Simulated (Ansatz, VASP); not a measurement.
# One calculation of WC, two programs

File INCAR:

```
SYSTEM = WC
PREC     = Accurate       ! precision mode
ENCUT    = 600            ! plane-wave cutoff, eV
EDIFF    = 1E-6           ! SCF threshold, eV
ISMEAR   = 0              ! smearing method
SIGMA    = 0.1            ! smearing width, eV
LREAL    = .FALSE.        ! projectors in reciprocal space
LASPH    = .TRUE.         ! aspherical terms in the spheres
NELM     = 80             ! most SCF steps
ALGO     = Normal         ! electronic algorithm
ISIF     = 3              ! what is computed and relaxed
LWAVE    = .FALSE.        ! write WAVECAR
LCHARG   = .FALSE.        ! write CHGCAR
GGA      = PS             ! functional
IVDW     = 12             ! dispersion correction
IBRION   = 2              ! ionic algorithm
NSW      = 80             ! ionic steps
EDIFFG   = -0.005         ! ionic threshold
```

The input KPOINTS:

```
Automatic mesh
0
G
  11 11 11
  0 0 0
```

POSCAR

```
WC
1.0
    0.0000000000      2.1926840000      2.1926840000
    2.1926840000      0.0000000000      2.1926840000
    2.1926840000      2.1926840000      0.0000000000
W C
1 1
Direct
    0.0000000000      0.0000000000      0.0000000000
    0.5000000000      0.5000000000      0.5000000000
```

Input for Ansatz:

```yaml
crystal:
  lattice:
    - [0.0, 2.192684, 2.192684]
    - [2.192684, 0.0, 2.192684]
    - [2.192684, 2.192684, 0.0]
  atoms:
    - { symbol: W, position: [0.0, 0.0, 0.0] }
    - { symbol: C, position: [0.5, 0.5, 0.5] }
kpoints:
  mp_grid:
    grid: [11, 11, 11]
hamiltonian:
  xc: pbesol
  dispersion: d3bj
scf:
  occupations:
    method: gaussian
relax:
  f_tol: 0.005
  cell: {}
```

Alike in both runs: task relaxation of cell and atoms; functional PBEsol; dispersion D3(BJ); k mesh 11 × 11 × 11; no spin polarisation.

|  | VASP | Ansatz |
| --- | --- | --- |
| version | VASP 6.6.1 | Ansatz 0.2.0 |
| potentials or method | VASP PAW PBE potentials, release 64 (W_sv, C) | plane waves, PAW |
| plane-wave cutoff (eV) | 600 | 420 |
| occupations | gaussian, width 0.1 eV | gaussian |
| valence electrons in the cell | 18 | 18 |

```csv
,VASP,Ansatz,Ansatz less VASP
relaxed volume (Å³/atom),10.10,10.07,-0.028
relaxed cell length with the largest relative difference (Å),3.057,3.054,-0.0028
```

VASP's potentials were made for PBE, not for PBEsol.

Spin-orbit coupling is off throughout. Noted on VASP's run: too few bands were computed for a metal, which touches its energy and stress.
